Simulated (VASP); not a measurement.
The system is HfN.

```xyz
2
Lattice="0.0000 2.4548 2.4548 2.4548 0.0000 2.4548 2.4548 2.4548 0.0000" Properties=species:S:1:pos:R:3 pbc="T T T"
Hf    0.0000    0.0000    0.0000
N     1.2274    1.2274    1.2274
```

| Property | Result |
| --- | --- |
| Program | VASP 6.6.1 |
| Task | relaxation of cell and atoms |
| Functional | PBEsol |
| Potentials or basis | VASP PAW PBE potentials, release 64 (Hf_pv, N) |
| Cutoff | 600 eV |
| k mesh | 9 × 9 × 9 |
| Occupations | fermi-dirac, width 0.05 eV |
| Spin | no spin polarisation |

At the start: pressure -6.0 GPa; volume 14.79 Å³/atom.

**Question.** How do energy, volume and symmetry change on relaxing?

**Answer.** Over 3 steps the energy falls by 8.6 meV/atom and the volume is 14.35 Å³/atom (-3.0 %); space group F-43m (No. 216, to 0.05 Å).

Step by step:
```tsv
step	energy change (eV)	largest force (eV/Å)	pressure (GPa)	volume (Å³)
1	0.0000	0.0000	-5.99	29.59
2	0.0313	0.0000	11.60	27.28
3	-0.0173	0.0000	-0.07	28.70
```

Final structure:
```
Hf N
1.0
     0.00000    2.43001    2.43001
     2.43001    0.00000    2.43001
     2.43001    2.43001    0.00000
Hf N
1 1
Direct
  0.00000 0.00000 0.00000
  0.25000 0.25000 0.25000
```

Caveat: the PAW data sets were made with another functional, which shifts forces and pressure a little.
